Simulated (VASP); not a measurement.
# LiCl (Pm-3m) in VASP: further runs

Aim: see how the results for LiCl move with the level of theory and the settings. Levels: PBE, r2SCAN, HSE06. Tasks: single point.

All numbers are computed with VASP 6.6.1; they aren't measurements. Logs are shortened: lines on timing, memory, paths and dates and some standing lists are left out, and cuts for length are marked.

## Step 1: The cell of the first run

It takes space group Pm-3m (No. 221, cubic). Conventional cell: a = 3.271 Å, b = 3.271 Å, c = 3.271 Å, α = 90.00°, β = 90.00°, γ = 90.00°. Within 3.7 Å of Li (site symmetry m-3m) lie 8 Cl at 2.83 Å and 6 Li at 3.27 Å. Cl (site symmetry m-3m) has 8 Li at 2.83 Å and 6 Cl at 3.27 Å within 3.7 Å.

## Step 2: Single point, PBE

INCAR reads:

```
  ALGO = Normal
  EDIFF = 1E-6
  ENCUT = 520
  GGA = PE
  ISIF = 2
  ISMEAR = 0
  LASPH = True
  LCHARG = False
  LREAL = False
  LWAVE = False
  NBANDS = 12
  NELM = 100
  PREC = Accurate
  SIGMA = 0.01
```

KPOINTS reads:

```
k-points
0
Gamma
  6 6 6
```

POSCAR reads:

```
LiCl
1.0
    3.2711235786      0.0000000000      0.0000000000
    0.0000000000      3.2711235786      0.0000000000
    0.0000000000      0.0000000000      3.2711235786
Li Cl
1 1
Direct
    0.0000000000      0.0000000000      0.0000000000
    0.5000000000      0.5000000000      0.5000000000
```

Potentials or basis: VASP PAW PBE potentials, release 64 (Li_sv, Cl).

On the command line:

```sh
$ cat potpaw_PBE.64/Li_sv/POTCAR potpaw_PBE.64/Cl/POTCAR > POTCAR
$ mpirun -np 1 vasp_std > vasp.out
```

OUTCAR:

```text
EDIFF = 1E-6
   ENCUT = 520
   GGA = PE
   ISIF = 2
   ISMEAR = 0
   LASPH = True
   LREAL = False
   NELM = 100
   PREC = Accurate

 ion  position               nearest neighbor table
   1  0.000  0.000  0.000-
   2  0.500  0.500  0.500-

  LATTYP: Found a simple cubic cell.
 ALAT       =     3.2711235786

  Lattice vectors:

 A1 = (   3.2711235786,   0.0000000000,   0.0000000000)
 A2 = (   0.0000000000,   3.2711235786,   0.0000000000)
 A3 = (   0.0000000000,   0.0000000000,   3.2711235786)

Analysis of symmetry for initial positions (statically):
=====================================================================
 Subroutine PRICEL returns:
 Original cell was already a primitive cell.

 Routine SETGRP: Setting up the symmetry group for a
 simple cubic supercell.

 Subroutine GETGRP returns: Found 48 space group operations
 (whereof 48 operations were pure point group operations)
 out of a pool of 48 trial point group operations.

The static configuration has the point symmetry O_h .

Analysis of symmetry for dynamics (positions and initial velocities):
=====================================================================
 Subroutine PRICEL returns:
 Original cell was already a primitive cell.

 Routine SETGRP: Setting up the symmetry group for a
 simple cubic supercell.

 Subroutine GETGRP returns: Found 48 space group operations
 (whereof 48 operations were pure point group operations)
 out of a pool of 48 trial point group operations.

The dynamic configuration has the point symmetry O_h .

 Subroutine INISYM returns: Found 48 space group operations
 (whereof 48 operations are pure point group operations),
 and found     1 'primitive' translations

----------------------------------------------------------------------------------------

                                     Primitive cell

  volume of cell :      35.0018

  direct lattice vectors                    reciprocal lattice vectors
     3.271123579  0.000000000  0.000000000     0.305705357  0.000000000  0.000000000
     0.000000000  3.271123579  0.000000000     0.000000000  0.305705357  0.000000000
     0.000000000  0.000000000  3.271123579     0.000000000  0.000000000  0.305705357

  length of vectors
     3.271123579  3.271123579  3.271123579     0.305705357  0.305705357  0.305705357

  position of ions in fractional coordinates (direct lattice)
     0.000000000  0.000000000  0.000000000
     0.500000000  0.500000000  0.500000000

  ion indices of the primitive-cell ions
   primitive index   ion index
                 1           1
                 2           2

----------------------------------------------------------------------------------------

 KPOINTS: k-points

Automatic generation of k-mesh.
 Grid dimensions read from file:
 generate k-points for:    6    6    6

 Generating k-lattice:

  Cartesian coordinates                     Fractional coordinates (reciprocal lattice)
     0.050950893  0.000000000  0.000000000     0.166666667  0.000000000  0.000000000
     0.000000000  0.050950893  0.000000000     0.000000000  0.166666667  0.000000000
     0.000000000  0.000000000  0.050950893     0.000000000  0.000000000  0.166666667

  Length of vectors
     0.050950893  0.050950893  0.050950893

  Shift w.r.t. Gamma in fractional coordinates (k-lattice)
     0.000000000  0.000000000  0.000000000

 Subroutine IBZKPT returns following result:
 ===========================================

 Found     20 irreducible k-points:

 Following reciprocal coordinates:
            Coordinates               Weight
  0.000000  0.000000  0.000000      1.000000
  0.166667  0.000000  0.000000      6.000000
  0.333333  0.000000  0.000000      6.000000
  0.500000  0.000000  0.000000      3.000000
  0.166667  0.166667  0.000000     12.000000
  0.333333  0.166667  0.000000     24.000000
[... 12 lines left out ...]
  0.500000  0.500000  0.333333      6.000000
  0.500000  0.500000  0.500000      1.000000
   k-points           NKPTS =     20   k-points in BZ     NKDIM =     20   number of bands    NBANDS=     12
   number of dos      NEDOS =    301   number of ions     NIONS =      2
   total plane-waves  NPLWV =  13824
   dimension x,y,z NGX =    24 NGY =   24 NGZ =   24
   dimension x,y,z NGXF=    48 NGYF=   48 NGZF=   48
   ions per type =               1   1
   NGX,Y,Z   is equivalent  to a cutoff of  12.20, 12.20, 12.20 a.u.
   NGXF,Y,Z  is equivalent  to a cutoff of  24.39, 24.39, 24.39 a.u.
 SYSTEM =  unknown system
   PREC   = accura    normal or accurate (medium, high low for compatibility)
   ISTART =      0    job   : 0-new  1-cont  2-samecut
   ICHARG =      2    charge: 1-file 2-atom 10-const
   ISPIN  =      1    spin polarized calculation?
   LNONCOLLINEAR =      F non collinear calculations
   LSORBIT =      F    spin-orbit coupling
   LASPH  =      T    aspherical Exc in radial PAW
   ENCUT  =  520.0 eV  38.22 Ry    6.18 a.u.   6.08  6.08  6.08*2*pi/ulx,y,z
   NELM   =    100;   NELMIN=  2; NELMDL= -5     # of ELM steps
   EDIFF  = 0.1E-05   stopping-criterion for ELM
   LREAL  =      F    real-space projection
   EDIFFG = 0.1E-04   stopping-criterion for IOM
   NSW    =      0    number of steps for IOM
   IBRION =     -1    ionic relax: 0-MD 1-quasi-New 2-CG
   NFREE  =      0    steps in history (QN), initial steepest desc. (CG)
   ISIF   =      2    stress and relaxation
   ISYM   =      2    0-nonsym 1-usesym 2-fastsym
   POTIM  = 0.5000    time-step for ionic-motion
   TEBEG  =    0.0;   TEEND  =   0.0 temperature during run
   PSTRESS=    0.0 pullay stress
   NELECT =      10.0000    total number of electrons
   NUPDOWN=      -1.0000    fix difference up-down
   EMIN   =  10.00;   EMAX   =-10.00  energy-range for DOS
   EFERMI =   0.00;   METHOD = LEGACY
   ISMEAR =     0;   SIGMA  =   0.01  broadening in eV -4-tet -1-fermi 0-gaus
   EFERMI_NEDOS =   21; number of points for ismear=-14 and -15
   IALGO  =     38    algorithm
   IMIX   =      4    mixing-type and parameters
     AMIX     =   0.40;   BMIX     =  1.00
     AMIX_MAG =   1.60;   BMIX_MAG =  1.00
  volume/ion in A,a.u.               =      17.50       118.10
  Fermi-wavevector in a.u.,A,eV,Ry     =   1.078230  2.037558 15.817846  1.162579
  Thomas-Fermi vector in A             =   2.214163
   LORBIT       =      0    0 simple, 1 ext, 2 COOP (PROOUT), +10 PAW based schemes
   GGA     = PE    functional components
   LHFCALC =     F    Hartree Fock is set to
   AEXX    =    0.0000 exact exchange contribution
   IVDW    =     0    specifies the selected vdW correction
   LEPSILON=     F    determine dielectric tensor
   LRPA    =     F    only Hartree local field effects (RPA)
 non-spin polarized calculation
 Gauss-broadening in eV      SIGMA  =   0.01
  energy-cutoff  :      520.00
  volume of cell :       35.00
 maximum number of plane-waves:       968
   NGX = 13   NGY = 13   NGZ = 13

 number of electron      10.0000013 magnetization

 Free energy of the ion-electron system (eV)
  ---------------------------------------------------
  ext. energy  EPLUGINS =         0.00000000
  ---------------------------------------------------
  free energy    TOTEN  =        -6.82044230 eV

  energy without entropy =       -6.82044230  energy(sigma->0) =       -6.82044230

 E-fermi :   1.6455     XC(G=0):  -8.6160

 val. band max:        1.5525081335   @ k =   0.5000   0.5000   0.0000
 cond. band min:       5.9856106398   @ k =   0.0000   0.0000   0.0000
 fundamental gap:      4.4331025063
 Fermi energy:         1.6454729950

 k-point     1 :       0.0000    0.0000    0.0000
  band No.  band energies     occupation
      1     -43.7648      2.00000
      2     -12.6842      2.00000
      3       0.7360      2.00000
      4       0.7360      2.00000
      5       0.7360      2.00000
      6       5.9856      0.00000
      7      10.2433      0.00000
      8      10.2433      0.00000
      9      14.7594      0.00000
     10      14.7594      0.00000
     11      14.7594      0.00000
     12      18.5631      0.00000

 k-point     2 :       0.1667    0.0000    0.0000
  band No.  band energies     occupation
      1     -43.7641      2.00000
      2     -12.5664      2.00000
      3      -0.2761      2.00000
      4       0.8453      2.00000
      5       0.8453      2.00000
      6       6.5713      0.00000
      7      10.5644      0.00000
      8      10.8325      0.00000
      9      13.8022      0.00000
     10      13.8022      0.00000
     11      15.0186      0.00000
     12      18.7525      0.00000

 k-point     3 :       0.3333    0.0000    0.0000
  band No.  band energies     occupation
      1     -43.7628      2.00000
      2     -12.3110      2.00000
      3      -1.7713      2.00000
      4       1.0803      2.00000
      5       1.0803      2.00000
      6       7.1924      0.00000
      7      11.1785      0.00000
      8      11.4260      0.00000
      9      12.3703      0.00000
     10      12.3703      0.00000
     11      17.3603      0.00000
     12      17.5078      0.00000
[... 226 lines left out ...]
 k-point    19 :       0.5000    0.5000    0.3333
  band No.  band energies     occupation
      1     -43.7579      2.00000
      2     -11.3377      2.00000
      3      -1.1729      2.00000
      4      -1.1729      2.00000
      5      -0.3918      2.00000
      6       6.7493      0.00000
      7       7.5823      0.00000
      8       7.5823      0.00000
      9      13.8759      0.00000
     10      17.1264      0.00000
     11      19.0831      0.00000
     12      19.0831      0.00000

 k-point    20 :       0.5000    0.5000    0.5000
  band No.  band energies     occupation
      1     -43.7573      2.00000
      2     -11.2186      2.00000
      3      -0.9220      2.00000
      4      -0.9220      2.00000
      5      -0.9220      2.00000
      6       6.7384      0.00000
      7       6.7384      0.00000
      8       6.7384      0.00000
      9      13.5723      0.00000
     10      20.2008      0.00000
     11      20.2008      0.00000
     12      20.2008      0.00000

------------------------ aborting loop because EDIFF is reached ----------------------------------------

  FORCE on cell =-STRESS in cart. coord.  units (eV):
  Direction    XX          YY          ZZ          XY          YZ          ZX
  --------------------------------------------------------------------------------------
  -------------------------------------------------------------------------------------
  Total        0.0438680      0.0438680      0.0438680     -0.0000000     -0.0000000      0.0000000
  in kB        2.0080162      2.0080162      2.0080162     -0.0000000     -0.0000000      0.0000000
  external PRESSURE =       2.0080162 kB  Pullay stress =       0.0000000 kB

 VOLUME and BASIS-vectors are now :
 -----------------------------------------------------------------------------
  energy-cutoff  :      520.00
  volume of cell :       35.00
      direct lattice vectors                 reciprocal lattice vectors
     3.271123579  0.000000000  0.000000000     0.305705357  0.000000000  0.000000000
     0.000000000  3.271123579  0.000000000     0.000000000  0.305705357  0.000000000
     0.000000000  0.000000000  3.271123579     0.000000000  0.000000000  0.305705357

 POSITION                                       TOTAL-FORCE (eV/Angst)
 -----------------------------------------------------------------------------------
      0.00000      0.00000      0.00000         0.000000      0.000000      0.000000
      1.63556      1.63556      1.63556         0.000000      0.000000      0.000000
 -----------------------------------------------------------------------------------
    total drift:                                0.000000     -0.000000     -0.000000

  FREE ENERGIE OF THE ION-ELECTRON SYSTEM (eV)
  ---------------------------------------------------
  free  energy   TOTEN  =        -6.8204422964 eV

  energy  without entropy=       -6.8204422964  energy(sigma->0) =       -6.82044230
```

It took 3.1 s on 1 thread of AMD EPYC 9R45 (Zen 5), shared host; peak memory 0.1 GiB.

What came out:

- Free energy: -6.8204 eV
- Band gap on the k mesh: 4.43 eV, indirect (least direct gap 5.22 eV)

Levels at points of the mesh, in eV from the valence-band top:
| k point | band 2 | band 3 | band 4 | band 5 | band 6 | band 7 | band 8 | band 9 |
| --- | --- | --- | --- | --- | --- | --- | --- | --- |
| (0.00, 0.00, 0.00) | -14.24 | -0.82 | -0.82 | -0.82 | 4.43 | 8.69 | 8.69 | 13.21 |
| (0.50, 0.00, 0.00) | -13.72 | -3.95 | -0.35 | -0.35 | 5.85 | 9.51 | 10.22 | 10.22 |
| (0.50, 0.50, 0.00) | -13.21 | -3.33 | -3.33 | 0.00 | 5.22 | 9.82 | 9.82 | 10.65 |
| (0.50, 0.50, 0.50) | -12.77 | -2.47 | -2.47 | -2.47 | 5.19 | 5.19 | 5.19 | 12.02 |

Caveat: the cutoff is under 1.25 times the usual one of these potentials, so pressure, stress and relaxed cells hold a basis-set (Pulay) error.

(Part 1 of 2 ends here.)
